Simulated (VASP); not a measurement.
SiC:

```xyz
4
Lattice="3.0754 0.0000 0.0000 -1.5377 2.6633 0.0000 0.0000 0.0000 5.0481" Properties=species:S:1:pos:R:3 pbc="T T T"
Si    0.0000    1.7756    2.5220
Si    1.5377    0.8878    5.0460
C     0.0000    1.7756    4.4192
C     1.5377    0.8878    1.8951
```

Base run:

* Program: VASP 6.6.1
* Functional: PBE
* Potentials or basis: VASP PAW PBE potentials, release 64 (Si, C)
* Cutoff: 520 eV
* k mesh: 6 × 6 × 4
* Occupations: gaussian, width 0.01 eV
* Spin: no spin polarisation

Its results: band gap on the k mesh 2.27 eV, indirect (least direct gap 3.97 eV); pressure 3.5 GPa; largest force 0.004 eV/Å.

**Question.** The run is repeated on the same cell with these changes: functional from PBE to r2SCAN. What comes out?

**Answer.** Band gap on the k mesh 2.66 eV, indirect (least direct gap 4.48 eV); pressure -0.2 GPa; largest force 0.006 eV/Å.

r2SCAN gives the wider gap, since meta-GGAs in the generalised Kohn-Sham scheme recover part of the derivative discontinuity.

Caveats: the PAW data sets were made with another functional, which shifts forces and pressure a little (some runs).

A k mesh can miss the band edges.
